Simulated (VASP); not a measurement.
Runs of VASP 6.6.1 on CaO. The structure is that of space group F-43m (No. 216), or close to it. The cells are those of the table. 

```csv
level,cell,k mesh,smearing,gap on the mesh (eV),pressure (GPa)
PBE,"a = 3.682 Å, angles 60.4°, 2 atoms",8 × 8 × 8,fermi-dirac 0.02 eV,(a),1.4
PBE,"a = 3.697, b = 3.697, c = 3.650 Å, angles 60.4, 60.4, 59.1°, 2 atoms",8 × 8 × 8,fermi-dirac 0.02 eV,3.32,2.2
PBE,"a = 3.712, b = 3.712, c = 3.594 Å, angles 61.0, 61.0, 57.9°, 2 atoms",8 × 8 × 8,fermi-dirac 0.02 eV,3.31,2.8
PBE,"a = 3.724, b = 3.724, c = 3.686 Å, angles 60.3, 60.3, 59.3°, 2 atoms",8 × 8 × 8,fermi-dirac 0.02 eV,3.24,0.2
PBE,"a = 3.697, b = 3.697, c = 3.650 Å, angles 60.4, 60.4, 59.1°, 2 atoms",6 × 6 × 6,gaussian 0.01 eV,3.32,2.2
r2SCAN,"a = 3.712, b = 3.712, c = 3.594 Å, angles 61.0, 61.0, 57.9°, 2 atoms",8 × 8 × 8,gaussian 0.01 eV,3.71,1.9
PBE,"a = 3.686 Å, angles 60.0°, 2 atoms",8 × 8 × 8,fermi-dirac 0.02 eV,(b),1.9
```

Alike in all rows: no spin polarisation.

Question: Fill in the values left out.

Answer: (a) 3.30; (b) 3.33.

Caveats: the PAW data sets were made with another functional, which shifts forces and pressure a little (at least some runs).

A k mesh can miss the band edges.
